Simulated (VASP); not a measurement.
Runs of VASP 6.6.1 on Pb. The structure is monoclinic, space group C2/m (No. 12). Conventional cell: a = 6.077 Å, b = 3.501 Å, c = 6.452 Å, α = 90.00°, β = 109.14°, γ = 90.00°. Pb (site symmetry m) has 10 Pb at 3.34 to 3.51 Å within 4.4 Å. 

```csv
level,k mesh,smearing,gap on the mesh (eV),pressure (GPa),largest force (eV/Å)
PBE,6 × 6 × 4,gaussian 0.1 eV,none,1.2,(b)
PBE,4 × 4 × 2,gaussian 0.1 eV,none,1.1,0.33
PBE,6 × 6 × 4,tetrahedron,none,1.2,(a)
PBE,3 × 2 × 4,gaussian 0.1 eV,none,0.7,0.09
PBE+D3(BJ),6 × 6 × 4,fermi-dirac 0.025852 eV,none,-0.7,0.20
```

Alike in all rows: task single point; potentials or basis VASP PAW PBE potentials, release 64 (Pb_d); no spin polarisation; cell as given; cutoff (eV) 520.

Question: Estimate the missing entries.

Answer: (a) 0.07; (b) 0.19.

Caveats: some runs use coarse meshes; spin-orbit coupling is left out, which moves the levels of the heavy elements; tetrahedron occupations give inexact forces and stress in metals (some runs); pairwise dispersion overbinds metals, which lowers pressure and volume (some runs).

A k mesh can miss the band edges, and the runs leave out spin-orbit coupling on Pb.

A gap of «none» marks levels without a gap at the run's occupations.
